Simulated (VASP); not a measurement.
# W (P6/mmm) in VASP: notebook, part 2 of 3

VASP 6.6.1.

## Step 3: Single point, PBEsol

INCAR

```
SYSTEM = W
PREC = Accurate
ENCUT = 500
EDIFF = 1E-6
ISMEAR = -1
SIGMA = 0.1
LREAL = .FALSE.
LASPH = .TRUE.
NELM = 120
ALGO = Normal
ISIF = 2
LWAVE = .FALSE.
LCHARG = .FALSE.
GGA = PS
NBANDS = 13
GGA_COMPAT = .FALSE.
```

KPOINTS

```
regular mesh
0
G
  17 17 16
  0 0 0
```

POSCAR

```
W
1.0
    2.5676833291      0.0000000000      0.0000000000
   -1.2838416646      2.2236789919      0.0000000000
    0.0000000000      0.0000000000      2.3717454103
W
1
Direct
    0.0000000000      0.0000000000      0.0000000000
```

Potentials or basis: VASP PAW PBE potentials, release 64 (W_sv).

Launch:

```sh
> cat potpaw_PBE.64/W_sv/POTCAR > POTCAR
> mpirun -np 1 vasp_std > vasp.out
```

OUTCAR:

```text
SYSTEM = W
   PREC = Accurate
   ENCUT = 500
   EDIFF = 1E-6
   ISMEAR = -1
   LREAL = .FALSE.
   LASPH = .TRUE.
   NELM = 120
   ISIF = 2
   GGA = PS

 ion  position               nearest neighbor table
   1  0.000  0.000  0.000-

  LATTYP: Found a hexagonal cell.
 ALAT       =     2.5676833291
 C/A-ratio  =     0.9236907774

  Lattice vectors:

 A1 = (   2.5676833291,   0.0000000000,   0.0000000000)
 A2 = (  -1.2838416646,   2.2236789919,   0.0000000000)
 A3 = (   0.0000000000,   0.0000000000,   2.3717454103)

Analysis of symmetry for initial positions (statically):
=====================================================================
 Subroutine PRICEL returns:
 Original cell was already a primitive cell.

 Routine SETGRP: Setting up the symmetry group for a
 hexagonal supercell.

 Subroutine GETGRP returns: Found 24 space group operations
 (whereof 24 operations were pure point group operations)
 out of a pool of 24 trial point group operations.

The static configuration has the point symmetry D_6h.

Analysis of symmetry for dynamics (positions and initial velocities):
=====================================================================
 Subroutine PRICEL returns:
 Original cell was already a primitive cell.

 Routine SETGRP: Setting up the symmetry group for a
 hexagonal supercell.

 Subroutine GETGRP returns: Found 24 space group operations
 (whereof 24 operations were pure point group operations)
 out of a pool of 24 trial point group operations.

The dynamic configuration has the point symmetry D_6h.

 Subroutine INISYM returns: Found 24 space group operations
 (whereof 24 operations are pure point group operations),
 and found     1 'primitive' translations

----------------------------------------------------------------------------------------

                                     Primitive cell

  volume of cell :      13.5420

  direct lattice vectors                    reciprocal lattice vectors
     2.567683329  0.000000000  0.000000000     0.389456125  0.224852599  0.000000000
    -1.283841665  2.223678992  0.000000000     0.000000000  0.449705197  0.000000000
     0.000000000  0.000000000  2.371745410     0.000000000  0.000000000  0.421630414

  length of vectors
     2.567683329  2.567683329  2.371745410     0.449705197  0.449705197  0.421630414

  position of ions in fractional coordinates (direct lattice)
     0.000000000  0.000000000  0.000000000

  ion indices of the primitive-cell ions
   primitive index   ion index
                 1           1

----------------------------------------------------------------------------------------

 KPOINTS: regular mesh

Automatic generation of k-mesh.
 Grid dimensions read from file:
 generate k-points for:   17   17   16

 Generating k-lattice:

  Cartesian coordinates                     Fractional coordinates (reciprocal lattice)
     0.022909184  0.013226623  0.000000000     0.058823529  0.000000000  0.000000000
     0.000000000  0.026453247  0.000000000     0.000000000  0.058823529  0.000000000
     0.000000000  0.000000000  0.026351901     0.000000000  0.000000000  0.062500000

  Length of vectors
     0.026453247  0.026453247  0.026351901

  Shift w.r.t. Gamma in fractional coordinates (k-lattice)
     0.000000000  0.000000000  0.000000000

 Subroutine IBZKPT returns following result:
 ===========================================

 Found    297 irreducible k-points:

 Following reciprocal coordinates:
            Coordinates               Weight
  0.000000  0.000000  0.000000      1.000000
  0.058824  0.000000  0.000000      6.000000
  0.117647  0.000000  0.000000      6.000000
  0.176471  0.000000  0.000000      6.000000
  0.235294  0.000000  0.000000      6.000000
  0.294118  0.000000  0.000000      6.000000
[... 16 lines left out ...]
  0.411765  0.117647  0.000000     12.000000
  0.176471  0.176471  0.000000      6.000000
 [... further k-points ...]
   k-points           NKPTS =    297   k-points in BZ     NKDIM =    297   number of bands    NBANDS=     13
   number of dos      NEDOS =    301   number of ions     NIONS =      1
   total plane-waves  NPLWV =   7200
   dimension x,y,z NGX =    20 NGY =   20 NGZ =   18
   dimension x,y,z NGXF=    40 NGYF=   40 NGZF=   36
   ions per type =               1
   NGX,Y,Z   is equivalent  to a cutoff of  12.95, 12.95, 12.62 a.u.
   NGXF,Y,Z  is equivalent  to a cutoff of  25.90, 25.90, 25.23 a.u.
 SYSTEM =  W
   PREC   = accura    normal or accurate (medium, high low for compatibility)
   ISTART =      0    job   : 0-new  1-cont  2-samecut
   ICHARG =      2    charge: 1-file 2-atom 10-const
   ISPIN  =      1    spin polarized calculation?
   LNONCOLLINEAR =      F non collinear calculations
   LSORBIT =      F    spin-orbit coupling
   LASPH  =      T    aspherical Exc in radial PAW
   ENCUT  =  500.0 eV  36.75 Ry    6.06 a.u.   4.68  4.68  4.32*2*pi/ulx,y,z
   NELM   =    120;   NELMIN=  2; NELMDL= -5     # of ELM steps
   EDIFF  = 0.1E-05   stopping-criterion for ELM
   LREAL  =      F    real-space projection
   EDIFFG = 0.1E-04   stopping-criterion for IOM
   NSW    =      0    number of steps for IOM
   IBRION =     -1    ionic relax: 0-MD 1-quasi-New 2-CG
   NFREE  =      0    steps in history (QN), initial steepest desc. (CG)
   ISIF   =      2    stress and relaxation
   ISYM   =      2    0-nonsym 1-usesym 2-fastsym
   POTIM  = 0.5000    time-step for ionic-motion
   TEBEG  =    0.0;   TEEND  =   0.0 temperature during run
   PSTRESS=    0.0 pullay stress
   NELECT =      14.0000    total number of electrons
   NUPDOWN=      -1.0000    fix difference up-down
   EMIN   =  10.00;   EMAX   =-10.00  energy-range for DOS
   EFERMI =   0.00;   METHOD = LEGACY
   ISMEAR =    -1;   SIGMA  =   0.10  broadening in eV -4-tet -1-fermi 0-gaus
   EFERMI_NEDOS =   21; number of points for ismear=-14 and -15
   IALGO  =     38    algorithm
   IMIX   =      4    mixing-type and parameters
     AMIX     =   0.40;   BMIX     =  1.00
     AMIX_MAG =   1.60;   BMIX_MAG =  1.00
  volume/ion in A,a.u.               =      13.54        91.39
  Fermi-wavevector in a.u.,A,eV,Ry     =   1.655352  3.128161 37.282542  2.740190
  Thomas-Fermi vector in A             =   2.743463
   LORBIT       =      0    0 simple, 1 ext, 2 COOP (PROOUT), +10 PAW based schemes
   GGA     = PS    functional components
   LHFCALC =     F    Hartree Fock is set to
   AEXX    =    0.0000 exact exchange contribution
   IVDW    =     0    specifies the selected vdW correction
   LEPSILON=     F    determine dielectric tensor
   LRPA    =     F    only Hartree local field effects (RPA)
 non-spin polarized calculation
  energy-cutoff  :      500.00
  volume of cell :       13.54
 maximum number of plane-waves:       357
 NGX is ok and might be reduce to    20
   NGX =  9   NGY =  9   NGZ =  9

 number of electron      14.0000001 magnetization

 Free energy of the ion-electron system (eV)
  ---------------------------------------------------
  ext. energy  EPLUGINS =         0.00000000
  ---------------------------------------------------
  free energy    TOTEN  =       -11.79143592 eV

  energy without entropy =      -11.76991644  energy(sigma->0) =      -11.78067618

 E-fermi :  13.5556     XC(G=0): -14.5843

 val. band max:       13.5515702664   @ k =   0.2941   0.0588   0.3750
 cond. band min:      13.5623837663   @ k =   0.2941   0.0588   0.2500
 fundamental gap:      0.0108134999
 Fermi energy:        13.5555913855

 k-point     1 :       0.0000    0.0000    0.0000
  band No.  band energies     occupation
      1     -60.3282      2.00000
      2     -23.4536      2.00000
      3     -23.4536      2.00000
      4     -23.2748      2.00000
      5       3.3562      2.00000
      6       7.4964      2.00000
      7      12.2895      1.99999
      8      12.2895      1.99999
      9      20.6352      0.00000
     10      20.6352      0.00000
     11      26.3148      0.00000
     12      31.2144      0.00000
     13      36.4538      0.00000

 k-point     2 :       0.0588    0.0000    0.0000
  band No.  band energies     occupation
      1     -60.3191      2.00000
      2     -23.5453      2.00000
      3     -23.4733      2.00000
      4     -23.2656      2.00000
      5       3.5484      2.00000
      6       7.5835      2.00000
      7      12.0639      2.00000
      8      12.4731      1.99996
      9      20.3330      0.00000
     10      20.5908      0.00000
     11      26.8091      0.00000
[... 339 lines left out ...]
 k-point    24 :       0.1765    0.1765    0.0000
  band No.  band energies     occupation
      1     -60.1435      2.00000
      2     -24.9982      2.00000
      3     -24.0017      2.00000
      4     -23.0882      2.00000
      5       6.9100      2.00000
      6       9.4920      2.00000
      7       9.5802      2.00000
      8      16.8666      0.00000
      9      17.3588      0.00000
     10      19.3492      0.00000
     11      28.1421      0.00000
     12      29.9947      0.00000
     13      36.7665      0.00000

 [... further k-points ...]
[... 5 lines left out ...]
  --------------------------------------------------------------------------------------
  -------------------------------------------------------------------------------------
  Total        7.6889229      7.6889229      7.9141706     -0.0000000     -0.0000000      0.0000000
  in kB      909.6921869    909.6921869    936.3416986     -0.0000000     -0.0000000      0.0000000
  external PRESSURE =     918.5753575 kB  Pullay stress =       0.0000000 kB

 VOLUME and BASIS-vectors are now :
 -----------------------------------------------------------------------------
  energy-cutoff  :      500.00
  volume of cell :       13.54
      direct lattice vectors                 reciprocal lattice vectors
     2.567683329  0.000000000  0.000000000     0.389456125  0.224852599  0.000000000
    -1.283841665  2.223678992  0.000000000     0.000000000  0.449705197  0.000000000
     0.000000000  0.000000000  2.371745410     0.000000000  0.000000000  0.421630414

 POSITION                                       TOTAL-FORCE (eV/Angst)
 -----------------------------------------------------------------------------------
      0.00000      0.00000      0.00000         0.000000      0.000000      0.000000
 -----------------------------------------------------------------------------------
    total drift:                               -0.000000      0.000000     -0.000000

  FREE ENERGIE OF THE ION-ELECTRON SYSTEM (eV)
  ---------------------------------------------------
  free  energy   TOTEN  =       -11.7914359229 eV

  energy  without entropy=      -11.7699164374  energy(sigma->0) =      -11.78067618
```

stdout:

```text
POSCAR found type information on POSCAR W
 POSCAR found :  1 types and       1 ions
 scaLAPACK will be used
 -----------------------------------------------------------------------------
|                                                                             |
|                                                                             |
|     You enforced a specific xc type in the INCAR file but a different       |
|     I HOPE YOU KNOW WHAT YOU ARE DOING!                                     |
|                                                                             |
 -----------------------------------------------------------------------------

 LDA part: xc-table for (Slater+PW92), standard interpolation
 POSCAR, INCAR and KPOINTS ok, starting setup
 FFT: planning ... GRIDC
 FFT: planning ... GRID_SOFT
 FFT: planning ... GRID
 WAVECAR not read
 entering main loop
```

Wall time 18 s (1 thread of AMD EPYC 9R45 (Zen 5), shared host); peak memory 0.13 GiB.

What came out:

* Free energy: -11.7914 eV
* Pressure: 91.9 GPa
* Band gap on the k mesh: zero (band 7 reaches 14.51 eV, above the bottom of band 8 at 12.21 eV)

Caveat: the PAW data sets were made with another functional, which shifts forces and pressure a little; spin-orbit coupling is left out, which moves the levels of the heavy elements.

## Step 4: Relaxation of cell and atoms, PBEsol, target pressure 88 GPa, at which the enthalpy is minimised

This run uses another cell than the first one, of 13.44 Å³/atom, 0.992 times its volume.

INCAR

```
  ALGO = Normal
  EDIFF = 1E-7
  EDIFFG = -0.005
  ENCUT = 500
  GGA = PS
  GGA_COMPAT = False
  IBRION = 2
  ISIF = 3
  ISMEAR = -1
  LASPH = True
  LCHARG = False
  LREAL = False
  LWAVE = False
  NELM = 120
  NELMIN = 4
  NSW = 60
  PREC = Accurate
  PSTRESS = 880.0
  SIGMA = 0.1
```

KPOINTS

```
k-points
0
Gamma
  17 17 16
```

POSCAR

```
W
1.0
    2.5466050393      0.0000000000      0.0000000000
   -1.2733025196      2.2054246574      0.0000000000
    0.0000000000      0.0000000000      2.3938087369
W
1
Direct
    0.0000000000      0.0000000000      0.0000000000
```

Launch:

```sh
> cat potpaw_PBE.64/W_sv/POTCAR > POTCAR
> mpirun -np 1 vasp_std > vasp.out
```

It took 1.7 min on 1 thread of Intel Xeon Platinum 8488C (Sapphire Rapids), shared host; peak memory 0.17 GiB.

It converged, with:

| Property | Result |
| --- | --- |
| Free energy | -11.8422 eV |
| Relaxed volume | 13.63 Å³/atom |
| Relaxed cell | a = 2.571 Å, b = 2.571 Å, c = 2.381 Å, α = 90.00°, β = 90.00°, γ = 120.00° |
| Space group after relaxing (to 0.05 Å) | P6/mmm (No. 191) |
| Energy change on relaxing (the enthalpy is what falls) | -114.5 meV/atom |
| Ionic steps | 7 |
| Pressure after relaxing | 88.0 GPa |
| Band gap on the k mesh | zero (band 7 reaches 14.43 eV, above the bottom of band 8 at 12.15 eV) |

Step by step:
| step | energy change (eV) | largest force (eV/Å) | pressure (GPa) | volume (Å³) |
| --- | --- | --- | --- | --- |
| 1 | 0.0000 | 0.0000 | 96.56 | 13.44 |
| 2 | -0.5618 | 0.0000 | 45.25 | 14.87 |
| 3 | -0.1461 | 0.0000 | 85.57 | 13.69 |
| 4 | -0.1376 | 0.0000 | 86.22 | 13.68 |
| 5 | -0.0327 | 0.0000 | 93.88 | 13.50 |
| 6 | -0.1150 | 0.0000 | 87.95 | 13.63 |
| 7 | -0.1145 | 0.0000 | 87.99 | 13.63 |

Final structure:
```
W
1.0
     2.57106    0.00000    0.00000
    -1.28553    2.22661    0.00000
     0.00000    0.00000    2.38128
W
1
Cartesian
  0.0000 0.0000 0.0000
```

Levels at points of the mesh, in eV from the Fermi level:
| k point | band 4 | band 5 | band 6 | band 7 | band 8 | band 9 | band 10 | band 11 |
| --- | --- | --- | --- | --- | --- | --- | --- | --- |
| (0.00, 0.00, 0.00) | -36.88 | -10.18 | -6.01 | -1.25 | -1.25 | 7.00 | 7.00 | 12.77 |
| (0.00, 0.00, 0.50) | -36.72 | -5.98 | -0.53 | 0.13 | 0.13 | 1.24 | 1.24 | 14.24 |

Caveat: the cell is relaxed towards a set pressure, so the enthalpy falls and the energy may rise; the PAW data sets were made with another functional, which shifts forces and pressure a little; spin-orbit coupling is left out, which moves the levels of the heavy elements.

[end of part 2 of 3]
